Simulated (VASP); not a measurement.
# TaN (C222_1) in VASP: single point with PBEsol

Aim: the single point of TaN with PBEsol.

All numbers are computed with VASP 6.6.1; they aren't measurements. Logs are shortened: lines on timing, memory, paths and dates and some standing lists are left out, and cuts for length are marked.

## Step 1: The cell of the first run

It takes space group C222_1 (No. 20, orthorhombic). Conventional cell: a = 3.005 Å, b = 5.204 Å, c = 5.860 Å, α = 90.00°, β = 90.00°, γ = 90.00°. Within 3.1 Å of Ta (site symmetry 2) lie 6 N at 2.21 to 2.34 Å and 8 Ta at 2.94 to 3.00 Å. N (site symmetry 2) has 6 Ta at 2.21 to 2.34 Å and 6 N at 3.00 Å within 3.1 Å.

## Step 2: Single point, PBEsol (atoms displaced along a vibrational mode, the cell strained)

INCAR

```
SYSTEM = TaN
PREC = Accurate
ENCUT = 520
EDIFF = 1E-7
ISMEAR = 0
SIGMA = 0.15
LREAL = .False.
LASPH = .True.
NELM = 80
ALGO = Normal
ISIF = 2
LWAVE = .False.
LCHARG = .False.
GGA = PS
NBANDS = 24
```

KPOINTS

```
regular mesh
0
Gamma
  15 15 8
  0 0 0
```

POSCAR

```
TaN
1.0
    3.0047478704      0.0000000000      0.0000000000
   -1.5023739352      2.6021879877      0.0000000000
    0.0000000000      0.0000000000      5.8600190937
Ta N
2 2
Direct
   -0.0327774590      0.0000000000      0.0000000000
    0.0327774590      0.0000000000      0.5000000000
    0.3333333333      0.6666666667      0.2500000000
    0.6666666667      0.3333333333      0.7500000000
```

Potentials or basis: VASP PAW PBE potentials, release 64 (Ta_pv, N).

The run is started by

```console
cat potpaw_PBE.64/Ta_pv/POTCAR potpaw_PBE.64/N/POTCAR > POTCAR
mpirun -np 1 vasp_std > vasp.out
```

OUTCAR:

```text
SYSTEM = TaN
   PREC = Accurate
   ENCUT = 520
   EDIFF = 1E-7
   ISMEAR = 0
   LREAL = .False.
   LASPH = .True.
   NELM = 80
   ISIF = 2
   GGA = PS

 ion  position               nearest neighbor table
   1  0.967  0.000  0.000-   4 2.21   3 2.21   3 2.27   4 2.27   3 2.34   4 2.34   2 2.94   2 2.94

   2  0.033  0.000  0.500-   3 2.21   4 2.21   4 2.27   3 2.27   4 2.34   3 2.34   1 2.94   1 2.94

   3  0.333  0.667  0.250-   2 2.21   1 2.21   1 2.27   2 2.27   1 2.34   2 2.34
   4  0.667  0.333  0.750-   1 2.21   2 2.21   2 2.27   1 2.27   2 2.34   1 2.34

  LATTYP: Found a hexagonal cell.
 ALAT       =     3.0047478704
 C/A-ratio  =     1.9502531814

  Lattice vectors:

 A1 = (   3.0047478704,   0.0000000000,   0.0000000000)
 A2 = (  -1.5023739352,   2.6021879877,   0.0000000000)
 A3 = (   0.0000000000,   0.0000000000,   5.8600190937)

Analysis of symmetry for initial positions (statically):
=====================================================================
 Subroutine PRICEL returns:
 Original cell was already a primitive cell.

 Routine SETGRP: Setting up the symmetry group for a
 hexagonal supercell.

 Subroutine GETGRP returns: Found  4 space group operations
 (whereof  2 operations were pure point group operations)
 out of a pool of 24 trial point group operations.

The static configuration has the point symmetry C_2 .
 The point group associated with its full space group is D_2 .

Analysis of symmetry for dynamics (positions and initial velocities):
=====================================================================
 Subroutine PRICEL returns:
 Original cell was already a primitive cell.

 Routine SETGRP: Setting up the symmetry group for a
 hexagonal supercell.

 Subroutine GETGRP returns: Found  4 space group operations
 (whereof  2 operations were pure point group operations)
 out of a pool of 24 trial point group operations.

The dynamic configuration has the point symmetry C_2 .
 The point group associated with its full space group is D_2 .

 Subroutine INISYM returns: Found  4 space group operations
 (whereof  2 operations are pure point group operations),
 and found     1 'primitive' translations

----------------------------------------------------------------------------------------

                                     Primitive cell

  volume of cell :      45.8190

  direct lattice vectors                    reciprocal lattice vectors
     3.004747870  0.000000000  0.000000000     0.332806626  0.192145995  0.000000000
    -1.502373935  2.602187988  0.000000000     0.000000000  0.384291990  0.000000000
     0.000000000  0.000000000  5.860019094     0.000000000  0.000000000  0.170647908

  length of vectors
     3.004747870  3.004747870  5.860019094     0.384291990  0.384291990  0.170647908

  position of ions in fractional coordinates (direct lattice)
     0.967222541  0.000000000  0.000000000
     0.032777459  0.000000000  0.500000000
     0.333333333  0.666666667  0.250000000
     0.666666667  0.333333333  0.750000000

  ion indices of the primitive-cell ions
   primitive index   ion index
                 1           1
                 2           2
                 3           3
                 4           4

----------------------------------------------------------------------------------------

 KPOINTS: regular mesh

Automatic generation of k-mesh.
 Grid dimensions read from file:
 generate k-points for:   15   15    8

 Generating k-lattice:

  Cartesian coordinates                     Fractional coordinates (reciprocal lattice)
     0.022187108  0.012809733  0.000000000     0.066666667  0.000000000  0.000000000
     0.000000000  0.025619466  0.000000000     0.000000000  0.066666667  0.000000000
     0.000000000  0.000000000  0.021330989     0.000000000  0.000000000  0.125000000

  Length of vectors
     0.025619466  0.025619466  0.021330989

  Shift w.r.t. Gamma in fractional coordinates (k-lattice)
     0.000000000  0.000000000  0.000000000

 Subroutine IBZKPT returns following result:
 ===========================================

 Found    320 irreducible k-points:

 Following reciprocal coordinates:
            Coordinates               Weight
  0.000000  0.000000  0.000000      1.000000
  0.066667  0.000000  0.000000      4.000000
  0.000000  0.066667  0.000000      2.000000
  0.133333  0.000000  0.000000      4.000000
  0.000000  0.133333  0.000000      2.000000
  0.200000  0.000000  0.000000      4.000000
[... 16 lines left out ...]
 -0.266667  0.200000  0.000000      4.000000
  0.266667  0.066667  0.000000      4.000000
 [... further k-points ...]
   k-points           NKPTS =    320   k-points in BZ     NKDIM =    320   number of bands    NBANDS=     24
   number of dos      NEDOS =    301   number of ions     NIONS =      4
   total plane-waves  NPLWV =  27648
   dimension x,y,z NGX =    24 NGY =   24 NGZ =   48
   dimension x,y,z NGXF=    48 NGYF=   48 NGZF=   96
   ions per type =               2   2
   NGX,Y,Z   is equivalent  to a cutoff of  13.28, 13.28, 13.62 a.u.
   NGXF,Y,Z  is equivalent  to a cutoff of  26.56, 26.56, 27.23 a.u.
 SYSTEM =  TaN
   PREC   = accura    normal or accurate (medium, high low for compatibility)
   ISTART =      0    job   : 0-new  1-cont  2-samecut
   ICHARG =      2    charge: 1-file 2-atom 10-const
   ISPIN  =      1    spin polarized calculation?
   LNONCOLLINEAR =      F non collinear calculations
   LSORBIT =      F    spin-orbit coupling
   LASPH  =      T    aspherical Exc in radial PAW
   ENCUT  =  520.0 eV  38.22 Ry    6.18 a.u.   5.59  5.59 10.90*2*pi/ulx,y,z
   NELM   =     80;   NELMIN=  2; NELMDL= -5     # of ELM steps
   EDIFF  = 0.1E-06   stopping-criterion for ELM
   LREAL  =      F    real-space projection
   EDIFFG = 0.1E-05   stopping-criterion for IOM
   NSW    =      0    number of steps for IOM
   IBRION =     -1    ionic relax: 0-MD 1-quasi-New 2-CG
   NFREE  =      0    steps in history (QN), initial steepest desc. (CG)
   ISIF   =      2    stress and relaxation
   ISYM   =      2    0-nonsym 1-usesym 2-fastsym
   POTIM  = 0.5000    time-step for ionic-motion
   TEBEG  =    0.0;   TEEND  =   0.0 temperature during run
   PSTRESS=    0.0 pullay stress
   NELECT =      32.0000    total number of electrons
   NUPDOWN=      -1.0000    fix difference up-down
   EMIN   =  10.00;   EMAX   =-10.00  energy-range for DOS
   EFERMI =   0.00;   METHOD = LEGACY
   ISMEAR =     0;   SIGMA  =   0.15  broadening in eV -4-tet -1-fermi 0-gaus
   EFERMI_NEDOS =   21; number of points for ismear=-14 and -15
   IALGO  =     38    algorithm
   IMIX   =      4    mixing-type and parameters
     AMIX     =   0.40;   BMIX     =  1.00
     AMIX_MAG =   1.60;   BMIX_MAG =  1.00
  volume/ion in A,a.u.               =      11.45        77.30
  Fermi-wavevector in a.u.,A,eV,Ry     =   1.452478  2.744786 28.704109  2.109692
  Thomas-Fermi vector in A             =   2.569855
   LORBIT       =      0    0 simple, 1 ext, 2 COOP (PROOUT), +10 PAW based schemes
   GGA     = PS    functional components
   LHFCALC =     F    Hartree Fock is set to
   AEXX    =    0.0000 exact exchange contribution
   IVDW    =     0    specifies the selected vdW correction
   LEPSILON=     F    determine dielectric tensor
   LRPA    =     F    only Hartree local field effects (RPA)
 non-spin polarized calculation
 Gauss-broadening in eV      SIGMA  =   0.15
  energy-cutoff  :      520.00
  volume of cell :       45.82
 maximum number of plane-waves:      1259
   NGX = 11   NGY = 11   NGZ = 21

 number of electron      32.0000004 magnetization

 Free energy of the ion-electron system (eV)
  ---------------------------------------------------
  ext. energy  EPLUGINS =         0.00000000
  ---------------------------------------------------
  free energy    TOTEN  =       -46.36545655 eV

  energy without entropy =      -46.34752133  energy(sigma->0) =      -46.35648894

 E-fermi :   7.5921     XC(G=0): -13.1635

 val. band max:        7.5871453562   @ k =   0.0000   0.1333   0.1250
 cond. band min:       7.5953599410   @ k =   0.1333   0.0000   0.1250
 fundamental gap:      0.0082145847
 Fermi energy:         7.5920661556

 k-point     1 :       0.0000    0.0000    0.0000
  band No.  band energies     occupation
      1     -28.0708      2.00000
      2     -27.3123      2.00000
      3     -27.2149      2.00000
      4     -27.2109      2.00000
      5     -27.1536      2.00000
      6     -27.1456      2.00000
[... 16 lines left out ...]
     23      11.3314      0.00000
     24      13.2627      0.00000

 k-point     2 :       0.0667    0.0000    0.0000
  band No.  band energies     occupation
      1     -28.0621      2.00000
      2     -27.3076      2.00000
      3     -27.2525      2.00000
      4     -27.2201      2.00000
      5     -27.1867      2.00000
      6     -27.1550      2.00000
[... 16 lines left out ...]
     23      11.3287      0.00000
     24      13.0564      0.00000

 k-point     3 :       0.0000    0.0667    0.0000
  band No.  band energies     occupation
      1     -28.0621      2.00000
      2     -27.3075      2.00000
      3     -27.2494      2.00000
      4     -27.2232      2.00000
      5     -27.1804      2.00000
      6     -27.1613      2.00000
[... 16 lines left out ...]
     23      11.3639      0.00000
     24      13.0545      0.00000

 k-point     4 :       0.1333    0.0000    0.0000
  band No.  band energies     occupation
      1     -28.0373      2.00000
      2     -27.3599      2.00000
      3     -27.2944      2.00000
      4     -27.2836      2.00000
      5     -27.2437      2.00000
      6     -27.1770      2.00000
[... 16 lines left out ...]
     23      11.5738      0.00000
     24      12.8302      0.00000

 k-point     5 :       0.0000    0.1333    0.0000
  band No.  band energies     occupation
      1     -28.0376      2.00000
      2     -27.3568      2.00000
      3     -27.2946      2.00000
      4     -27.2773      2.00000
      5     -27.2466      2.00000
      6     -27.1832      2.00000
[... 451 lines left out ...]
 k-point    22 :      -0.0667    0.2667    0.0000
  band No.  band energies     occupation
      1     -27.9758      2.00000
      2     -27.6075      2.00000
      3     -27.5073      2.00000
      4     -27.3140      2.00000
      5     -27.2604      2.00000
      6     -27.2449      2.00000
[... 16 lines left out ...]
     23      12.5518      0.00000
     24      12.9840      0.00000

 k-point    23 :      -0.2667    0.2000    0.0000
  band No.  band energies     occupation
      1     -27.9748      2.00000
      2     -27.6111      2.00000
      3     -27.5131      2.00000
      4     -27.3108      2.00000
      5     -27.2612      2.00000
      6     -27.2384      2.00000
[... 16 lines left out ...]
     23      12.5056      0.00000
     24      13.0271      0.00000

 k-point    24 :       0.2667    0.0667    0.0000
  band No.  band energies     occupation
      1     -27.9337      2.00000
      2     -27.7709      2.00000
      3     -27.6601      2.00000
      4     -27.3548      2.00000
      5     -27.2805      2.00000
      6     -27.2384      2.00000
[... 16 lines left out ...]
     23      13.2508      0.00000
     24      13.5486      0.00000

 [... further k-points ...]
[... 5 lines left out ...]
  --------------------------------------------------------------------------------------
  -------------------------------------------------------------------------------------
  Total       -7.3048110     -7.4769856     -2.5037357      0.0000000      0.0000000      0.0000000
  in kB     -255.4311345   -261.4516531    -87.5494307      0.0000000      0.0000000      0.0000000
  external PRESSURE =    -201.4774061 kB  Pullay stress =       0.0000000 kB

 VOLUME and BASIS-vectors are now :
 -----------------------------------------------------------------------------
  energy-cutoff  :      520.00
  volume of cell :       45.82
      direct lattice vectors                 reciprocal lattice vectors
     3.004747870  0.000000000  0.000000000     0.332806626  0.192145995  0.000000000
    -1.502373935  2.602187988  0.000000000     0.000000000  0.384291990  0.000000000
     0.000000000  0.000000000  5.860019094     0.000000000  0.000000000  0.170647908

 POSITION                                       TOTAL-FORCE (eV/Angst)
 -----------------------------------------------------------------------------------
      2.90626      0.00000      0.00000         1.089857      0.000000      0.000000
      0.09849      0.00000      2.93001        -1.089857      0.000000      0.000000
     -0.00000      1.73479      1.46500         0.000000     -0.046035     -0.000000
      1.50237      0.86740      4.39501        -0.000000      0.046035      0.000000
 -----------------------------------------------------------------------------------
    total drift:                                0.000000      0.000000     -0.000000

  FREE ENERGIE OF THE ION-ELECTRON SYSTEM (eV)
  ---------------------------------------------------
  free  energy   TOTEN  =       -46.3654565496 eV

  energy  without entropy=      -46.3475213316  energy(sigma->0) =      -46.35648894
```

It took 6.3 min on 1 thread of Intel Xeon 8259CL, shared host; peak memory 0.41 GiB.

Results:

* Free energy: -46.3655 eV
* Pressure: -20.1 GPa
* Largest force: 1.090 eV/Å
* Band gap on the k mesh: zero (bands 16 and 17 overlap by 0.86 eV)

Forces in eV/Å, atoms in the order of the input:
```
Ta   1.090  0.000  0.000
Ta  -1.090  0.000  0.000
N    0.000 -0.046  0.000
N    0.000  0.046  0.000
```

Levels at points of the mesh, in eV from the Fermi level:
```tsv
k point	band 13	band 14	band 15	band 16	band 17	band 18	band 19	band 20
(0.00, 0.00, 0.00)	-3.36	-2.30	-2.28	-0.31	-0.27	0.25	0.30	2.31
(0.00, 0.00, 0.50)	-4.05	-4.05	-0.48	-0.48	0.81	0.81	0.82	0.82
```

Caveat: the cell differs from its parent crystal (atoms displaced along a vibrational mode, the cell strained); the cell stands under tension; the PAW data sets were made with another functional, which shifts forces and pressure a little; spin-orbit coupling is left out, which moves the levels of the heavy elements.
